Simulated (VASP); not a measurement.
Write the native input for VASP 6.6.1 that does the following.

| Property | Result |
| --- | --- |
| Task | single point |
| Functional | PBE |
| Potentials or basis | VASP PAW PBE potentials, release 64 (Hf_pv) |
| Cutoff | 520 eV |
| k mesh | 14 × 14 × 14 |
| Occupations | fermi-dirac, width 0.05 eV |
| Spin | no spin polarisation |
| Dipole correction | no |
| Further INCAR settings | ALGO = Normal; EDIFF = 1e-07; NBANDS = 11 |

The structure of Hf lies in POSCAR:

```
Hf
1.0
   -1.8591500000      1.8050000000      1.8050000000
    1.8050000000     -1.8591500000      1.8050000000
    1.8050000000      1.8050000000     -1.8591500000
Hf
1
Direct
    0.0000000000      0.0000000000      0.0000000000
```

This cell differs from its parent crystal: equal xy, yz and zx shear strains of -3 %.

These files were run (other wordings do the same):

INCAR

```
PREC = Accurate
ENCUT = 520
EDIFF = 1E-7
ISMEAR = -1
SIGMA = 0.05
LREAL = F
LASPH = T
NELM = 80
ALGO = Normal
ISIF = 2
LWAVE = F
LCHARG = F
GGA = PE
NBANDS = 11
```

KPOINTS

```
Automatic mesh
0
Gamma
  14 14 14
```

Potentials or basis: VASP PAW PBE potentials, release 64 (Hf_pv).

Command:

```sh
$ cat potpaw_PBE.64/Hf_pv/POTCAR > POTCAR
$ mpirun -np 1 vasp_std > vasp.out
```

Results of the run:

```
Pressure               : -5.2 GPa
Band gap on the k mesh : zero (bands 5 and 6 overlap by 2.10 eV)
```

Caveat: the cell differs from its parent crystal (equal xy, yz and zx shear strains of -3 %); the cell stands under tension; spin-orbit coupling is left out, which moves the levels of the heavy elements.

Run time: 72 s on 1 thread of Intel Xeon 8259CL (shared host), peak memory 0.2 GiB.
